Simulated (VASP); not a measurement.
Here is a VASP 6.6.1 calculation.

The input INCAR:

```
PREC     = Accurate       # precision mode
ENCUT    = 520            # plane-wave cutoff, eV
EDIFF    = 1E-8           # SCF threshold, eV
ISMEAR   = -1             # smearing method
SIGMA    = 0.08           # smearing width, eV
LREAL    = False          # projectors in reciprocal space
LASPH    = True           # aspherical terms in the spheres
NELM     = 60             # most SCF steps
ALGO     = Normal         # electronic algorithm
ISIF     = 2              # what is computed and relaxed
LWAVE    = False          # write WAVECAR
LCHARG   = False          # write CHGCAR
LEFG     = True         
NBANDS   = 24             # bands
```

File KPOINTS:

```
Automatic mesh
0
Gamma
  8 8 9
```

POSCAR

```
LaHg2
1.0
    4.9744701648      0.0000000000      0.0000000000
   -2.4872350825      4.3080175332      0.0000000000
    0.0000000000      0.0000000000      3.6520931121
La Hg
1 2
Direct
    0.0000000000      0.0000000000      0.0000000000
    0.3333333333      0.6666666667      0.5000000000
    0.6666666667      0.3333333333      0.5000000000
```

Potentials or basis: VASP PAW LDA potentials, release 64 (La, Hg).

Command:

```bash
$ cat potpaw_LDA.64/La/POTCAR potpaw_LDA.64/Hg/POTCAR > POTCAR
$ mpirun -np 1 vasp_std > vasp.out
```

Q: What does it give for the band gap on the k mesh?

A: Zero (an odd number of electrons rules out a gap without spin polarisation).

Q: Estimate the pressure.

A: -3.2 GPa.

Electric field gradients, principal values (V/Å²):
| atom | least | middle | greatest (by size) |
| --- | --- | --- | --- |
| 1 La | -35.037 | -35.038 | 70.074 |
| 2 Hg | -154.914 | -154.914 | 309.827 |
| 3 Hg | -154.914 | -154.914 | 309.827 |

Caveat: the cell stands under tension; without QUAD_EFG the Cq values of the log hold for a quadrupole moment of 1 mb, not for the nuclei; spin-orbit coupling is left out, which moves the levels of the heavy elements.
